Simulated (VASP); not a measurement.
Crystal: Pt.

```
Pt
1.0
     0.00000    1.97058    1.97058
     1.97058    0.00000    1.97058
     1.97058    1.97058    0.00000
Pt
1
Direct
  0.00000 0.00000 0.00000
```

Base run:

| Quantity | Value |
| --- | --- |
| Program | VASP 6.6.1 |
| Functional | r2SCAN |
| Potentials or basis | VASP PAW PBE potentials, release 64 (Pt) |
| Cutoff | 520 eV |
| k mesh | 14 × 14 × 14 |
| Occupations | methfessel-paxton, width 0.6 eV |
| Spin | no spin polarisation |

Its results: band gap on the k mesh zero (band 5 reaches 11.25 eV, above the bottom of band 6 at 8.92 eV); pressure 0.6 GPa.

Q: The run is repeated on the same cell with these changes: occupations from methfessel-paxton, width 0.6 eV to fermi-dirac, width 0.01 eV. What comes out?

A: Band gap on the k mesh zero (band 5 reaches 11.24 eV, above the bottom of band 6 at 8.92 eV); pressure 0.2 GPa.

Caveats: the PAW data sets were made with another functional, which shifts forces and pressure a little; spin-orbit coupling is left out, which moves the levels of the heavy elements.
